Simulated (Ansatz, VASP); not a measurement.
# One calculation of SnO2, two programs

```
Sn O
1.0
     4.53421    0.00000    0.00000
     0.00000    4.81645    0.00000
     0.00000    0.00000    3.25355
Sn O
2 4
Direct
  0.50000 0.50000 0.50000
  0.00000 0.00000 0.00000
  0.29992 0.31312 0.00000
  0.79992 0.18688 0.50000
  0.20008 0.81312 0.50000
  0.70008 0.68688 0.00000
```

Change from the starting cell: volume 11.842 Å^3 an atom, stretch along a over the lengths across it, relative to the relaxed cell 0.9415.

Alike in both runs: functional LDA; k mesh 6 × 6 × 10; occupations gaussian, width 0.05 eV; no spin polarisation.

Ansatz relaxed the structure, and its values are those at the end. VASP's run is a single point on that final structure, the one shown.

```csv
,VASP,Ansatz
version,VASP 6.6.1,Ansatz 0.2.0
potentials or method,"VASP PAW LDA potentials, release 64 (Sn_d, O), cutoff 520 eV","scalar-relativistic, plane waves, PAW"
valence electrons in the cell,52,52
```

```tsv
	VASP	Ansatz	Ansatz less VASP
gap on the k mesh at the Fermi level (eV)	1.16	1.13	-0.028
least direct gap on the mesh (eV)	1.16	1.13	-0.028
pressure (GPa)	0.1	-1.3	-1.35
rms of the force components (eV/Å)	0.005	0.001	-0.0048
```

Ansatz warns that its potentials were made for another functional, while VASP's fit it. LDA's correlation is that of Perdew and Zunger in VASP and of Perdew and Wang (1992) in Ansatz. Ansatz's warnings: stress scf threshold loose.
